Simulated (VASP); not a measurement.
Here is a VASP 6.6.1 calculation.

INCAR

```
  PREC = Accurate
  ENCUT = 600
  EDIFF = 1E-7
  ISMEAR = -1
  SIGMA = 0.05
  LREAL = False
  LASPH = True
  NELM = 60
  ALGO = Normal
  ISIF = 3
  LWAVE = False
  LCHARG = False
  GGA = PS
  IBRION = 2
  NSW = 80
  EDIFFG = -0.01
  PSTRESS = 100.0
```

File KPOINTS:

```
Automatic mesh
0
Gamma
  11 11 11
```

File POSCAR:

```
Ti
1.0
    0.0000000000      2.0300000000      2.0300000000
    2.0300000000      0.0000000000      2.0300000000
    2.0300000000      2.0300000000      0.0000000000
Ti
1
Direct
    0.0000000000      0.0000000000      0.0000000000
```

Potentials or basis: VASP PAW PBE potentials, release 64 (Ti_sv).

Launch:

```sh
$ cat potpaw_PBE.64/Ti_sv/POTCAR > POTCAR
$ mpirun -np 1 vasp_std > vasp.out
```

Problem. What does it give for the band gap on the k mesh?

Solution. Zero (band 6 reaches 10.40 eV, above the bottom of band 7 at 9.14 eV).

Problem. Estimate the space group after relaxing (to 0.05 Å).

Solution. Fm-3m (No. 225).

Final structure:
```
Ti
1.0
     0.00000    1.97344    1.97344
     1.97344    0.00000    1.97344
     1.97344    1.97344    0.00000
Ti
1
Cartesian
  3.9469 3.9469 3.9469
```

Caveat: the cell is relaxed towards a set pressure, so the enthalpy falls and the energy may rise.
